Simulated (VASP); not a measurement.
# Ta (Im-3m) in VASP: a series of runs, part 2 of 2

VASP 6.6.1. Earlier steps stand in the parts before.

## 4. Single point, PBEsol

INCAR

```
ALGO = Fast ; EDIFF = 1E-6
ENCUT = 520 ; GGA = PS
ISIF = 2 ; ISMEAR = 0
LASPH = T ; LCHARG = F
LREAL = F ; LWAVE = F
NBANDS = 12 ; NELECT = 10.8
NELM = 80 ; PREC = Accurate
SIGMA = 0.05
```

KPOINTS

```
k-points
0
Gamma
  14 14 14
```

POSCAR

```
Ta
1.0
   -1.6512800000      1.6512800000      1.6512800000
    1.6512800000     -1.6512800000      1.6512800000
    1.6512800000      1.6512800000     -1.6512800000
Ta
1
Direct
    0.0000000000      0.0000000000      0.0000000000
```

Potentials or basis: VASP PAW PBE potentials, release 64 (Ta_pv).

Run with:

```console
$ cat potpaw_PBE.64/Ta_pv/POTCAR > POTCAR
$ mpirun -np 1 vasp_std > vasp.out
```

OUTCAR:

```text
EDIFF = 1E-6
   ENCUT = 520
   GGA = PS
   ISIF = 2
   ISMEAR = 0
   LASPH = T
   LREAL = F
   NELECT = 10.8
   NELM = 80
   PREC = Accurate

 ion  position               nearest neighbor table
   1  0.000  0.000  0.000-

  LATTYP: Found a body centered cubic cell.
 ALAT       =     3.3025600000

  Lattice vectors:

 A1 = (  -1.6512800000,   1.6512800000,   1.6512800000)
 A2 = (   1.6512800000,  -1.6512800000,   1.6512800000)
 A3 = (   1.6512800000,   1.6512800000,  -1.6512800000)

Analysis of symmetry for initial positions (statically):
=====================================================================
 Subroutine PRICEL returns:
 Original cell was already a primitive cell.

 Routine SETGRP: Setting up the symmetry group for a
 body centered cubic supercell.

 Subroutine GETGRP returns: Found 48 space group operations
 (whereof 48 operations were pure point group operations)
 out of a pool of 48 trial point group operations.

The static configuration has the point symmetry O_h .

Analysis of symmetry for dynamics (positions and initial velocities):
=====================================================================
 Subroutine PRICEL returns:
 Original cell was already a primitive cell.

 Routine SETGRP: Setting up the symmetry group for a
 body centered cubic supercell.

 Subroutine GETGRP returns: Found 48 space group operations
 (whereof 48 operations were pure point group operations)
 out of a pool of 48 trial point group operations.

The dynamic configuration has the point symmetry O_h .

 Subroutine INISYM returns: Found 48 space group operations
 (whereof 48 operations are pure point group operations),
 and found     1 'primitive' translations

----------------------------------------------------------------------------------------

                                     Primitive cell

  volume of cell :      18.0104

  direct lattice vectors                    reciprocal lattice vectors
    -1.651280000  1.651280000  1.651280000     0.000000000  0.302795407  0.302795407
     1.651280000 -1.651280000  1.651280000     0.302795407  0.000000000  0.302795407
     1.651280000  1.651280000 -1.651280000     0.302795407  0.302795407  0.000000000

  length of vectors
     2.860100858  2.860100858  2.860100858     0.428217371  0.428217371  0.428217371

  position of ions in fractional coordinates (direct lattice)
     0.000000000  0.000000000  0.000000000

  ion indices of the primitive-cell ions
   primitive index   ion index
                 1           1

----------------------------------------------------------------------------------------

 KPOINTS: k-points

Automatic generation of k-mesh.
 Grid dimensions read from file:
 generate k-points for:   14   14   14

 Generating k-lattice:

  Cartesian coordinates                     Fractional coordinates (reciprocal lattice)
     0.000000000  0.021628243  0.021628243     0.071428571  0.000000000  0.000000000
     0.021628243  0.000000000  0.021628243     0.000000000  0.071428571  0.000000000
     0.021628243  0.021628243  0.000000000     0.000000000  0.000000000  0.071428571

  Length of vectors
     0.030586955  0.030586955  0.030586955

  Shift w.r.t. Gamma in fractional coordinates (k-lattice)
     0.000000000  0.000000000  0.000000000

 Subroutine IBZKPT returns following result:
 ===========================================

 Found    104 irreducible k-points:

 Following reciprocal coordinates:
            Coordinates               Weight
  0.000000  0.000000  0.000000      1.000000
  0.071429  0.000000  0.000000     12.000000
  0.142857  0.000000  0.000000     12.000000
  0.214286  0.000000  0.000000     12.000000
  0.285714  0.000000  0.000000     12.000000
  0.357143  0.000000  0.000000     12.000000
[... 16 lines left out ...]
  0.285714  0.285714  0.000000     24.000000
  0.357143  0.285714  0.000000     24.000000
 [... further k-points ...]
   k-points           NKPTS =    104   k-points in BZ     NKDIM =    104   number of bands    NBANDS=     12
   number of dos      NEDOS =    301   number of ions     NIONS =      1
   total plane-waves  NPLWV =  13824
   dimension x,y,z NGX =    24 NGY =   24 NGZ =   24
   dimension x,y,z NGXF=    48 NGYF=   48 NGZF=   48
   ions per type =               1
   NGX,Y,Z   is equivalent  to a cutoff of  13.95, 13.95, 13.95 a.u.
   NGXF,Y,Z  is equivalent  to a cutoff of  27.90, 27.90, 27.90 a.u.
 SYSTEM =  unknown system
   PREC   = accura    normal or accurate (medium, high low for compatibility)
   ISTART =      0    job   : 0-new  1-cont  2-samecut
   ICHARG =      2    charge: 1-file 2-atom 10-const
   ISPIN  =      1    spin polarized calculation?
   LNONCOLLINEAR =      F non collinear calculations
   LSORBIT =      F    spin-orbit coupling
   LASPH  =      T    aspherical Exc in radial PAW
   ENCUT  =  520.0 eV  38.22 Ry    6.18 a.u.   5.32  5.32  5.32*2*pi/ulx,y,z
   NELM   =     80;   NELMIN=  2; NELMDL= -5     # of ELM steps
   EDIFF  = 0.1E-05   stopping-criterion for ELM
   LREAL  =      F    real-space projection
   EDIFFG = 0.1E-04   stopping-criterion for IOM
   NSW    =      0    number of steps for IOM
   IBRION =     -1    ionic relax: 0-MD 1-quasi-New 2-CG
   NFREE  =      0    steps in history (QN), initial steepest desc. (CG)
   ISIF   =      2    stress and relaxation
   ISYM   =      2    0-nonsym 1-usesym 2-fastsym
   POTIM  = 0.5000    time-step for ionic-motion
   TEBEG  =    0.0;   TEEND  =   0.0 temperature during run
   PSTRESS=    0.0 pullay stress
   NELECT =      10.8000    total number of electrons
   NUPDOWN=      -1.0000    fix difference up-down
   EMIN   =  10.00;   EMAX   =-10.00  energy-range for DOS
   EFERMI =   0.00;   METHOD = LEGACY
   ISMEAR =     0;   SIGMA  =   0.05  broadening in eV -4-tet -1-fermi 0-gaus
   EFERMI_NEDOS =   21; number of points for ismear=-14 and -15
   IALGO  =     68    algorithm
   IMIX   =      4    mixing-type and parameters
     AMIX     =   0.40;   BMIX     =  1.00
     AMIX_MAG =   1.60;   BMIX_MAG =  1.00
  volume/ion in A,a.u.               =      18.01       121.54
  Fermi-wavevector in a.u.,A,eV,Ry     =   1.380518  2.608800 25.930386  1.905830
  Thomas-Fermi vector in A             =   2.505388
   LORBIT       =      0    0 simple, 1 ext, 2 COOP (PROOUT), +10 PAW based schemes
   GGA     = PS    functional components
   LHFCALC =     F    Hartree Fock is set to
   AEXX    =    0.0000 exact exchange contribution
   IVDW    =     0    specifies the selected vdW correction
   LEPSILON=     F    determine dielectric tensor
   LRPA    =     F    only Hartree local field effects (RPA)
 non-spin polarized calculation
 RMM-DIIS sequential band-by-band and
 Gauss-broadening in eV      SIGMA  =   0.05
  energy-cutoff  :      520.00
  volume of cell :       18.01
 maximum number of plane-waves:       496
 NGX is ok and might be reduce to    24
   NGX = 11   NGY = 11   NGZ = 11

 number of electron      10.8000002 magnetization

 Free energy of the ion-electron system (eV)
  ---------------------------------------------------
  ext. energy  EPLUGINS =         0.00000000
  ---------------------------------------------------
  free energy    TOTEN  =       -13.60476187 eV

  energy without entropy =      -13.60272562  energy(sigma->0) =      -13.60374375

 E-fermi :   5.2313     XC(G=0): -12.6237

 val. band max:        5.2051918096   @ k =  -0.2143   0.3571   0.0714
 cond. band min:       5.2354993348   @ k =   0.3571   0.2143   0.0714
 fundamental gap:      0.0303075252
 Fermi energy:         5.2313468296

 k-point     1 :       0.0000    0.0000    0.0000
  band No.  band energies     occupation
      1     -27.7553      2.00000
      2     -27.7553      2.00000
      3     -27.7553      2.00000
      4      -2.4929      2.00000
      5       6.0841      0.00000
      6       6.0841      0.00000
      7       6.0841      0.00000
      8       9.3564      0.00000
      9       9.3564      0.00000
     10      20.5078      0.00000
     11      20.5078      0.00000
     12      20.5078      0.00000
[... 331 lines left out ...]
 k-point    24 :       0.3571    0.2857    0.0000
  band No.  band energies     occupation
      1     -28.6521      2.00000
      2     -28.4737      2.00000
      3     -27.9017      2.00000
      4       2.8334      2.00000
      5       4.1486      2.00000
      6       4.7114      2.00000
      7       9.5709      0.00000
      8      10.1414      0.00000
      9      14.2885      0.00000
     10      16.4681      0.00000
     11      18.2745      0.00000
     12      19.9025      0.00000

 [... further k-points ...]
[... 5 lines left out ...]
  --------------------------------------------------------------------------------------
  -------------------------------------------------------------------------------------
  Total       -1.9808614     -1.9808614     -1.9808614      0.0000000     -0.0000000      0.0000000
  in kB     -176.2148589   -176.2148589   -176.2148589      0.0000000     -0.0000000      0.0000000
  external PRESSURE =    -176.2148589 kB  Pullay stress =       0.0000000 kB

 VOLUME and BASIS-vectors are now :
 -----------------------------------------------------------------------------
  energy-cutoff  :      520.00
  volume of cell :       18.01
      direct lattice vectors                 reciprocal lattice vectors
    -1.651280000  1.651280000  1.651280000     0.000000000  0.302795407  0.302795407
     1.651280000 -1.651280000  1.651280000     0.302795407  0.000000000  0.302795407
     1.651280000  1.651280000 -1.651280000     0.302795407  0.302795407  0.000000000

 POSITION                                       TOTAL-FORCE (eV/Angst)
 -----------------------------------------------------------------------------------
      0.00000      0.00000      0.00000        -0.000000      0.000000     -0.000000
 -----------------------------------------------------------------------------------
    total drift:                                0.000000      0.000000      0.000000

  FREE ENERGIE OF THE ION-ELECTRON SYSTEM (eV)
  ---------------------------------------------------
  free  energy   TOTEN  =       -13.6047618723 eV

  energy  without entropy=      -13.6027256214  energy(sigma->0) =      -13.60374375
```

OSZICAR:

```text
N       E                     dE             d eps       ncg     rms          rms(c)
DAV:   1     0.574829498301E+02    0.57483E+02   -0.60430E+03  2512   0.868E+02
DAV:   2    -0.132534614052E+02   -0.70736E+02   -0.68988E+02  2748   0.238E+02
DAV:   3    -0.141986477437E+02   -0.94519E+00   -0.93781E+00  2968   0.263E+01
DAV:   4    -0.142010642512E+02   -0.24165E-02   -0.24160E-02  2780   0.147E+00
DAV:   5    -0.142010721909E+02   -0.79397E-05   -0.79393E-05  2920   0.802E-02    0.135E+01
RMM:   6    -0.137239854306E+02    0.47709E+00   -0.34882E-01  2694   0.470E+00    0.627E+00
RMM:   7    -0.136052713878E+02    0.11871E+00   -0.26975E-01  2786   0.408E+00    0.354E-01
RMM:   8    -0.136047116734E+02    0.55971E-03   -0.98138E-03  2991   0.929E-01    0.119E-01
RMM:   9    -0.136047660082E+02   -0.54335E-04   -0.66629E-04  3068   0.218E-01    0.515E-02
RMM:  10    -0.136047620063E+02    0.40018E-05   -0.58778E-05  3155   0.568E-02    0.216E-02
RMM:  11    -0.136047616960E+02    0.31033E-06   -0.16392E-05  3159   0.322E-02    0.854E-03
RMM:  12    -0.136047618723E+02   -0.17629E-06   -0.32153E-06  2533   0.135E-02
   1 F= -.13604762E+02 E0= -.13603744E+02  d E =-.203625E-02
```

It took 11 s on 1 thread of Intel Xeon Platinum 8375C at 2.90GHz (Ice Lake), shared host; peak memory 0.15 GiB.

Results:

| Property | Result |
| --- | --- |
| Free energy | -13.6048 eV |

Caveat: the cell carries a net charge on a neutralising background, which shifts energy and pressure; the cell is charged against a uniform background, so pressure and absolute levels hang on convention; the PAW data sets were made with another functional, which shifts forces and pressure a little; spin-orbit coupling is left out, which moves the levels of the heavy elements.

## 5. Single point, PBEsol

INCAR

```
ALGO = Normal
EDIFF = 1E-6
ENCUT = 520
GGA = PS
ISIF = 2
ISMEAR = 0
LASPH = T
LCHARG = F
LREAL = F
LWAVE = F
NBANDS = 12
NELECT = 11.2
NELM = 80
PREC = Accurate
SIGMA = 0.05
```

KPOINTS is that of step 4.

POSCAR is that of step 4.

Potentials or basis: VASP PAW PBE potentials, release 64 (Ta_pv).

Run with:

```console
$ cat potpaw_PBE.64/Ta_pv/POTCAR > POTCAR
$ mpirun -np 1 vasp_std > vasp.out
```

OUTCAR:

```text
EDIFF = 1E-6
   ENCUT = 520
   GGA = PS
   ISIF = 2
   ISMEAR = 0
   LASPH = T
   LREAL = F
   NELECT = 11.2
   NELM = 80
   PREC = Accurate

 ion  position               nearest neighbor table
   1  0.000  0.000  0.000-

  LATTYP: Found a body centered cubic cell.
 ALAT       =     3.3025600000

  Lattice vectors:

 A1 = (  -1.6512800000,   1.6512800000,   1.6512800000)
 A2 = (   1.6512800000,  -1.6512800000,   1.6512800000)
 A3 = (   1.6512800000,   1.6512800000,  -1.6512800000)
[... 530 lines left out ...]
      3     -27.7969      2.00000
      4       2.6785      2.00000
      5       3.9860      2.00000
      6       4.5361      2.00000
      7       9.5040      0.00000
      8      10.0844      0.00000
      9      14.1721      0.00000
     10      16.3990      0.00000
     11      18.1778      0.00000
     12      20.1104      0.00000

 [... further k-points ...]
[... 5 lines left out ...]
  --------------------------------------------------------------------------------------
  -------------------------------------------------------------------------------------
  Total        1.1251637      1.1251637      1.1251637      0.0000000      0.0000000     -0.0000000
  in kB      100.0931042    100.0931042    100.0931042      0.0000000      0.0000000     -0.0000000
  external PRESSURE =     100.0931042 kB  Pullay stress =       0.0000000 kB

 VOLUME and BASIS-vectors are now :
 -----------------------------------------------------------------------------
  energy-cutoff  :      520.00
  volume of cell :       18.01
      direct lattice vectors                 reciprocal lattice vectors
    -1.651280000  1.651280000  1.651280000     0.000000000  0.302795407  0.302795407
     1.651280000 -1.651280000  1.651280000     0.302795407  0.000000000  0.302795407
     1.651280000  1.651280000 -1.651280000     0.302795407  0.302795407  0.000000000

 POSITION                                       TOTAL-FORCE (eV/Angst)
 -----------------------------------------------------------------------------------
      0.00000      0.00000      0.00000        -0.000000     -0.000000     -0.000000
 -----------------------------------------------------------------------------------
    total drift:                                0.000000      0.000000     -0.000000

  FREE ENERGIE OF THE ION-ELECTRON SYSTEM (eV)
  ---------------------------------------------------
  free  energy   TOTEN  =       -11.4754784389 eV

  energy  without entropy=      -11.4734477288  energy(sigma->0) =      -11.47446308
```

It took 9.2 s on 1 thread of Intel Xeon Platinum 8375C at 2.90GHz (Ice Lake), shared host; peak memory 0.15 GiB.

What came out:

* Free energy: -11.4755 eV

Caveat: the cell carries a net charge on a neutralising background, which shifts energy and pressure; the cell is charged against a uniform background, so pressure and absolute levels hang on convention; the PAW data sets were made with another functional, which shifts forces and pressure a little; spin-orbit coupling is left out, which moves the levels of the heavy elements.

## 6. Single point, PBEsol

This run uses another cell than the first one, of 19.09 Å³/atom, 1.060 times its volume.

INCAR

```
SYSTEM = Ta
PREC = Accurate
ENCUT = 520
EDIFF = 1E-6
ISMEAR = 0
SIGMA = 0.05
LREAL = .FALSE.
LASPH = .TRUE.
NELM = 80
ALGO = Normal
ISIF = 2
LWAVE = .FALSE.
LCHARG = .FALSE.
GGA = PS
NBANDS = 12
```

KPOINTS

```
Automatic mesh
0
G
  14 14 14
  0 0 0
```

POSCAR

```
Ta
1.0
   -1.6836662614      1.6836662614      1.6836662614
    1.6836662614     -1.6836662614      1.6836662614
    1.6836662614      1.6836662614     -1.6836662614
Ta
1
Direct
    0.0000000000      0.0000000000      0.0000000000
```

Potentials or basis: VASP PAW PBE potentials, release 64 (Ta_pv).

Run with:

```console
$ cat potpaw_PBE.64/Ta_pv/POTCAR > POTCAR
$ mpirun -np 1 vasp_std > vasp.out
```

OUTCAR:

```text
SYSTEM = Ta
   PREC = Accurate
   ENCUT = 520
   EDIFF = 1E-6
   ISMEAR = 0
   LREAL = .FALSE.
   LASPH = .TRUE.
   NELM = 80
   ISIF = 2
   GGA = PS

 ion  position               nearest neighbor table
   1  0.000  0.000  0.000-

  LATTYP: Found a body centered cubic cell.
 ALAT       =     3.3673325228

  Lattice vectors:

 A1 = (  -1.6836662614,   1.6836662614,   1.6836662614)
 A2 = (   1.6836662614,  -1.6836662614,   1.6836662614)
 A3 = (   1.6836662614,   1.6836662614,  -1.6836662614)
[... 539 lines left out ...]
     12      19.3332      0.00000

 [... further k-points ...]

------------------------ aborting loop because EDIFF is reached ----------------------------------------

  FORCE on cell =-STRESS in cart. coord.  units (eV):
  Direction    XX          YY          ZZ          XY          YZ          ZX
  --------------------------------------------------------------------------------------
  -------------------------------------------------------------------------------------
  Total       -1.6925910     -1.6925910     -1.6925910     -0.0000000     -0.0000000      0.0000000
  in kB     -142.0478247   -142.0478247   -142.0478247     -0.0000000     -0.0000000      0.0000000
  external PRESSURE =    -142.0478247 kB  Pullay stress =       0.0000000 kB

 VOLUME and BASIS-vectors are now :
 -----------------------------------------------------------------------------
  energy-cutoff  :      520.00
  volume of cell :       19.09
      direct lattice vectors                 reciprocal lattice vectors
    -1.683666261  1.683666261  1.683666261     0.000000000  0.296970968  0.296970968
     1.683666261 -1.683666261  1.683666261     0.296970968  0.000000000  0.296970968
     1.683666261  1.683666261 -1.683666261     0.296970968  0.296970968  0.000000000

 POSITION                                       TOTAL-FORCE (eV/Angst)
 -----------------------------------------------------------------------------------
      0.00000      0.00000      0.00000         0.000000     -0.000000     -0.000000
 -----------------------------------------------------------------------------------
    total drift:                                0.000000      0.000000      0.000000

  FREE ENERGIE OF THE ION-ELECTRON SYSTEM (eV)
  ---------------------------------------------------
  free  energy   TOTEN  =       -12.4930777489 eV

  energy  without entropy=      -12.4918076089  energy(sigma->0) =      -12.49244268
```

OSZICAR:

```text
N       E                     dE             d eps       ncg     rms          rms(c)
DAV:   1     0.602434136048E+02    0.60243E+02   -0.61227E+03  2504   0.865E+02
DAV:   2    -0.119830643056E+02   -0.72226E+02   -0.70329E+02  2756   0.243E+02
DAV:   3    -0.130519111644E+02   -0.10688E+01   -0.10550E+01  2948   0.275E+01
DAV:   4    -0.130551397854E+02   -0.32286E-02   -0.32283E-02  2792   0.169E+00
DAV:   5    -0.130551508971E+02   -0.11112E-04   -0.11111E-04  2956   0.972E-02    0.124E+01
DAV:   6    -0.126136145796E+02    0.44154E+00   -0.35690E-01  2980   0.627E+00    0.581E+00
DAV:   7    -0.124944806520E+02    0.11913E+00   -0.27876E-01  2880   0.506E+00    0.377E-01
DAV:   8    -0.124930938190E+02    0.13868E-02   -0.85285E-03  2900   0.708E-01    0.781E-02
DAV:   9    -0.124930821949E+02    0.11624E-04   -0.87321E-05  2880   0.885E-02    0.230E-02
DAV:  10    -0.124930778702E+02    0.43247E-05   -0.47481E-06  2800   0.233E-02    0.487E-03
DAV:  11    -0.124930777489E+02    0.12126E-06   -0.33542E-07  1580   0.628E-03
   1 F= -.12493078E+02 E0= -.12492443E+02  d E =-.127014E-02
```

Run time: 8.9 s. Hardware: 1 thread of Intel Xeon Platinum 8375C at 2.90GHz (Ice Lake), shared host; peak memory 0.15 GiB.

What came out:

- Free energy: -12.4931 eV
- Pressure: -14.2 GPa

Caveat: the PAW data sets were made with another functional, which shifts forces and pressure a little; spin-orbit coupling is left out, which moves the levels of the heavy elements.
